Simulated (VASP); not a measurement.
A run of VASP 6.6.1 is set up as follows.

The input POSCAR:

```
NaHPb2
1.0
    0.0000000000     -1.8534067823      2.9527582222
    1.1846415806     -1.4253921053     -2.9527579466
    9.3964647837      1.5415688560      0.9676221208
Na Pb H
1 2 1
Direct
    0.0000000000      0.0000000000      0.0000000000
    0.5714356891      0.1428713782      0.2856929327
    0.4285643109      0.8571286218      0.7143070673
    0.5000000000      0.0000000000      0.5000000000
```

The input INCAR.step1:

```
SYSTEM = NaHPb2
  ALGO = Normal
  EDIFF = 1E-4
  ENCUT = 520
  GGA = PE
  ISMEAR = -1
  LASPH = .TRUE.
  LCHARG = .FALSE.
  LREAL = .FALSE.
  LWAVE = .TRUE.
  NBANDS = 26
  NELM = 80
  PREC = Accurate
  SIGMA = 0.1
```

Contents of INCAR.step2:

```
SYSTEM = NaHPb2
  ALGO = Normal
  EDIFF = 1E-7
  ENCUT = 520
  ISIF = 2
  ISMEAR = -1
  ISTART = 1
  LASPH = .TRUE.
  LCHARG = .FALSE.
  LMIXTAU = .TRUE.
  LREAL = .FALSE.
  LWAVE = .FALSE.
  METAGGA = R2SCAN
  NBANDS = 26
  NELM = 80
  PREC = Accurate
  SIGMA = 0.1
```

Contents of KPOINTS:

```
k-points
0
G
  7 7 7
  0 0 0
```

Potentials or basis: VASP PAW PBE potentials, release 64 (Na_pv, Pb_d, H).

Launch:

```console
$ cat potpaw_PBE.64/Na_pv/POTCAR potpaw_PBE.64/Pb_d/POTCAR potpaw_PBE.64/H/POTCAR > POTCAR
$ cp INCAR.step1 INCAR
$ mpirun -np 1 vasp_std > vasp.out
$ cp INCAR.step2 INCAR
$ mpirun -np 1 vasp_std > vasp.out
```

(1) What does it give for the largest force?

(2) Predict the pressure.

## Answers

(1) 0.007 eV/Å.

(2) -0.1 GPa.

Caveat: the PAW data sets were made with another functional, which shifts forces and pressure a little.
